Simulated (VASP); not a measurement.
Crystal: HfO2.

```xyz
12
Lattice="5.5564 0.0000 0.0000 0.0000 3.3336 0.0000 0.0000 0.0000 6.5050" Properties=species:S:1:pos:R:3 pbc="T T T"
Hf    4.1600    2.5002    3.9542
Hf    1.3964    0.8334    2.5508
Hf    1.3818    2.5002    5.8033
Hf    4.1746    0.8334    0.7017
O     3.5533    0.8334    2.7542
O     2.0031    2.5002    3.7508
O     0.7751    0.8334    0.4983
O     4.7813    2.5002    6.0067
O     2.8937    0.8334    5.4736
O     2.6627    2.5002    1.0313
O     0.1155    0.8334    4.2838
O     5.4409    2.5002    2.2212
```

Base run:

```yaml
Program: VASP 6.6.1
Functional: PBE
Potentials_or_basis: VASP PAW PBE potentials, release 64 (Hf_pv, O)
Cutoff: 520 eV
k_mesh: 5 × 8 × 4
Occupations: gaussian, width 0.012 eV
Spin: no spin polarisation
```

Its results: band gap on the k mesh 3.40 eV; pressure -0.4 GPa; largest force 0.013 eV/Å.

Problem. After a change of settings the same cell gave: band gap on the k mesh 3.92 eV; pressure -7.3 GPa; largest force 0.116 eV/Å. Which change was it?
A. functional from PBE to r2SCAN; occupations from gaussian, width 0.012 eV to fermi-dirac, width 0.05 eV
B. occupations from gaussian, width 0.012 eV to gaussian, width 0.014 eV; further incar settings from ALGO = Normal; EDIFF = 1e-07; NBANDS = 56 to ALGO = Normal; EDIFF = 1e-06; NBANDS = 56
C. occupations from gaussian, width 0.012 eV to gaussian, width 0.013 eV

Solution. A.

Caveats: spin-orbit coupling is left out, which moves the levels of the heavy elements; the cell stands under tension (at least some runs); the PAW data sets were made with another functional, which shifts forces and pressure a little (at least some runs).
